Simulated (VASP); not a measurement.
A run of VASP 6.6.1:

File INCAR:

```
  ALGO = Fast
  EDIFF = 1E-7
  ENCUT = 520
  ISIF = 2
  ISMEAR = 0
  LASPH = True
  LCHARG = False
  LREAL = False
  LWAVE = False
  NBANDS = 12
  NELM = 80
  PREC = Accurate
  SIGMA = 0.15
```

Contents of KPOINTS:

```
k-points
0
Gamma
  22 22 22
```

POSCAR

```
Zn
1.0
   -1.9229341275      1.5444151633      1.5444151633
    1.5444151633     -1.9229341275      1.5444151633
    1.5444151633      1.5444151633     -1.9229341275
Zn
1
Direct
    0.0000000000      0.0000000000      0.0000000000
```

Potentials or basis: VASP PAW LDA potentials, release 64 (Zn).

The run is started by

```console
$ cat potpaw_LDA.64/Zn/POTCAR > POTCAR
$ mpirun -np 1 vasp_std > vasp.out
```

Hardware: 1 thread of Intel(R) Xeon(R) Platinum 8488C (Sapphire Rapids) (shared host).

Estimate the wall time of this run.

It took 2.4 min on 1 thread of Intel(R) Xeon(R) Platinum 8488C (Sapphire Rapids), on a shared host, peak memory 0.27 GiB. Counts: scf iterations 13, k points 1024.
